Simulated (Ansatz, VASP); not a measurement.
Pt in VASP and in Ansatz

The input INCAR:

```
  PREC = Accurate
  ENCUT = 520
  EDIFF = 1E-6
  ISMEAR = 0
  SIGMA = 0.15
  LREAL = F
  LASPH = T
  NELM = 100
  ALGO = Fast
  ISIF = 2
  LWAVE = F
  LCHARG = F
  GGA = PE
  NBANDS = 17
```

File KPOINTS:

```
regular mesh
0
Gamma
  18 18 10
```

POSCAR

```
Pt
1.0
    2.3447586725      0.0000000000      0.0000000000
   -1.1723793363      2.6278619220      0.0000000000
    0.0000000000      0.0000000000      4.7813829983
Pt
2
Direct
    0.6666666667      0.3333333333      0.7500000000
    0.3333333333      0.6666666667      0.2500000000
```

Input for Ansatz:

```yaml
crystal:
  lattice:
    - [2.3447586725, 0.0, 0.0]
    - [-1.1723793363, 2.627861922, 0.0]
    - [0.0, 0.0, 4.7813829983]
  atoms:
    - { symbol: Pt, position: [0.6666666667, 0.3333333333, 0.75] }
    - { symbol: Pt, position: [0.3333333333, 0.6666666667, 0.25] }
basis:
  ecutwfc: 420
kpoints:
  mp_grid: { grid: [18, 18, 10] }
hamiltonian:
  xc: pbe
scf:
  occupations: { method: gaussian, width: 0.15 }
output:
  forces: true
  stress: true
  eigenvalues: true
```

Change from the starting cell: normal strain along x -0.1500, normal strain along y +0.1000.

Alike in both runs: task single point; functional PBE; k mesh 18 × 18 × 10; occupations gaussian, width 0.15 eV; no spin polarisation.

|  | VASP | Ansatz |
| --- | --- | --- |
| version | VASP 6.6.1 | Ansatz 0.2.0 |
| potentials or method | VASP PAW PBE potentials, release 64 (Pt), cutoff 520 eV | scalar-relativistic, plane waves, PAW |
| valence electrons in the cell | 20 | 36 |

|  | VASP | Ansatz | Ansatz less VASP |
| --- | --- | --- | --- |
| gap on the k mesh at the Fermi level (eV) | none | none | - |
| pressure (GPa) | 43.4 | 44.3 | +0.86 |
| traceless stress, the component that is largest in VASP (GPa) | 77.60 | 78.66 | +1.069 |
| rms of the force components (eV/Å) | 0.101 | 0.101 | -0.0001 |

Atom by atom the forces differ by 0.000 eV/Å (rms over components). A gap of «none» marks a metal or a gap that the smearing closes. Both programs put the cell under a high pressure, so it lies far from rest at this level. VASP's potentials hold 20 valence electrons a cell and Ansatz's 36, so a difference there can come from the potentials and not from the codes.

Spin-orbit coupling is off throughout.
